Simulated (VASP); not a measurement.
A run of VASP 6.6.1 is set up as follows.

INCAR

```
SYSTEM = C
PREC = Accurate
ENCUT = 600
EDIFF = 1E-6
ISMEAR = 0
SIGMA = 0.02
LREAL = .False.
LASPH = .True.
NELM = 60
ALGO = Normal
ISIF = 4
LWAVE = .False.
LCHARG = .False.
GGA = PE
IVDW = 12
IBRION = 2
NSW = 50
EDIFFG = -0.01
```

Contents of KPOINTS:

```
Automatic mesh
0
Gamma
  18 18 18
  0 0 0
```

Contents of POSCAR:

```
C
1.0
    0.0000000000      2.1016629918      3.0759224426
    1.2149094745      0.0000000000      3.0759224426
    1.2149094745      2.1016629918      0.0000000000
C
2
Direct
    0.1667072562      0.8332927438      0.1667072562
    0.8332927438      0.1667072562      0.8332927438
```

Potentials or basis: VASP PAW PBE potentials, release 64 (C).

Run with:

```console
$ cat potpaw_PBE.64/C/POTCAR > POTCAR
$ mpirun -np 1 vasp_std > vasp.out
```

Task: Estimate the band gap on the k mesh.

Result: Zero (bands 4 and 5 overlap by 0.10 eV).

Task: What does it give for the dispersion energy per atom?

Result: -0.176 eV.

Forces in eV/Å, atoms in the order of the input:
```
C    0.000  0.006  0.000
C    0.000 -0.006  0.000
```
